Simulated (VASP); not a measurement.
# Tl3Ge2H: single point with PBE

Crystal: Tl3Ge2H.

```
Tl Ge H
1.0
     3.29194    0.00000    0.00000
     0.00000    3.29194    0.00000
     0.00000    0.00000   12.66415
Tl Ge H
3 2 1
Direct
  0.00000 0.00000 0.87425
  0.00000 0.00000 0.12575
  0.00000 0.00000 0.50000
  0.50000 0.50000 0.31178
  0.50000 0.50000 0.68822
  0.50000 0.50000 0.00000
```

| Item | Value |
| --- | --- |
| Program | VASP 6.6.1 |
| Task | single point |
| Functional | PBE |
| Potentials or basis | VASP PAW PBE potentials, release 64 (Tl_d, Ge_d, H) |
| Cutoff | 520 eV |
| k mesh | 6 × 6 × 2 |
| Occupations | gaussian, width 0.1 eV |
| Spin | no spin polarisation |

The pressure is -0.1 GPa. The largest force is 0.003 eV/Å and the band gap on the k mesh is zero (band 34 reaches 8.62 eV, above the bottom of band 35 at 3.90 eV).

Forces in eV/Å, atoms in the order of the input:
```
Tl   0.000  0.000  0.003
Tl   0.000  0.000 -0.003
Tl   0.000  0.000  0.000
Ge   0.000  0.000 -0.002
Ge   0.000  0.000  0.002
H    0.000  0.000  0.000
```

Stress tensor (GPa, compression positive):
```
-0.13  0.00  0.00
 0.00 -0.13  0.00
 0.00  0.00  0.06
```

Levels at points of the mesh, in eV from the Fermi level:
```
           k point  band 33  band 34  band 35  band 36  band 37  band 38
(0.00, 0.00, 0.00)     2.34     2.91     2.91     3.40     3.40     4.77
(0.50, 0.00, 0.00)    -2.21    -1.96    -1.76     1.93     2.49     2.89
(0.50, 0.50, 0.00)    -1.73    -1.73    -1.38    -0.19    -0.19     0.89
(0.00, 0.00, 0.50)     1.32     2.95     2.95     3.33     3.33     4.36
(0.50, 0.00, 0.50)    -3.11    -0.68    -0.06    -0.03     1.11     4.26
(0.50, 0.50, 0.50)    -1.93    -1.93    -1.38     0.51     0.51     0.69
```

It took 67 s on 1 thread of Intel(R) Xeon(R) Platinum 8375C CPU @ 2.90GHz (Ice Lake), with other jobs on the host, peak memory 0.28 GiB.

Caveat: spin-orbit coupling is left out, which moves the levels of the heavy elements.
